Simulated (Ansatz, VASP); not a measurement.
## CuI in VASP and in Ansatz

Contents of INCAR:

```
PREC = Accurate
ENCUT = 520
EDIFF = 1E-7
ISMEAR = -1
SIGMA = 0.02
LREAL = F
LASPH = T
NELM = 100
ALGO = Normal
ISIF = 2
LWAVE = F
LCHARG = T
LELF = T
LVHAR = T
NBANDS = 26
```

Contents of KPOINTS:

```
Automatic mesh
0
Gamma
  5 5 6
```

Contents of POSCAR:

```
CuI
1.0
    3.6585042382     -3.6368646426      0.0000000000
    3.6585042382      3.6368646426      0.0000000000
    0.0000000000      0.0000000000      4.3069976700
Cu I
2 2
Direct
    0.4204388300      0.5795611700      0.7500000000
    0.5795611700      0.4204388300      0.2500000000
    0.7700426800      0.2299573200      0.7500000000
    0.2299573200      0.7700426800      0.2500000000
```

Input for Ansatz:

```yaml
crystal:
  lattice:
    - [3.6585042382, -3.6368646426, 0.0]
    - [3.6585042382, 3.6368646426, 0.0]
    - [0.0, 0.0, 4.30699767]
  atoms:
    - { symbol: Cu, position: [0.42043883, 0.57956117, 0.75] }
    - { symbol: Cu, position: [0.57956117, 0.42043883, 0.25] }
    - { symbol: I, position: [0.77004268, 0.22995732, 0.75] }
    - { symbol: I, position: [0.22995732, 0.77004268, 0.25] }
kpoints:
  mp_grid: { grid: [5, 5, 6] }
  band_path:
    path:
      - [0.0, 0.0, 0.0]
      - [0.5, 0.5, 0.0]
      - [0.4970513089, 0.5029486911, 0.0]
      - [-0.4970513089, 0.4970513089, 0.0]
      - [0.0, 0.0, 0.0]
      - [0.0, 0.0, 0.5]
      - [-0.4970513089, 0.4970513089, 0.5]
      - [0.4970513089, 0.5029486911, 0.5]
      - [0.5, 0.5, 0.5]
    npoints: 5
scf:
  occupations: { method: fermi_dirac, width: 0.02 }
hamiltonian:
  xc: lda
  pseudopotentials: { kind: all_electron, lapw: { basis_error: 0.0005 } }
output:
  forces: true
  stress: true
  eigenvalues: true
```

Change from the starting cell: equal xx and yy strain of -2 %.

Alike in both runs: task single point; functional LDA; k mesh 5 × 5 × 6; occupations fermi-dirac, width 0.02 eV; no spin polarisation.

```csv
,VASP,Ansatz
version,VASP 6.6.1,Ansatz 0.2.0
potentials or method,"VASP PAW LDA potentials, release 64 (Cu, I), cutoff 520 eV","all-electron LAPW, scalar-relativistic"
```

```csv
,VASP,Ansatz,Ansatz less VASP
gap on the k mesh at the Fermi level (eV),0.98,0.94,-0.041
pressure (GPa),-1.9,-1.9,-0.09
"traceless stress, the component that is largest in VASP (GPa)",-1.22,-1.34,-0.114
rms of the force components (eV/Å),0.032,0.026,-0.0054
```

LDA's correlation is that of Perdew and Zunger in VASP and of Perdew and Wang (1992) in Ansatz. Atom by atom the forces differ by 0.011 eV/Å (rms over components). Ansatz ran all-electron here, and VASP with PAW potentials.

Neither program's run includes spin-orbit coupling.
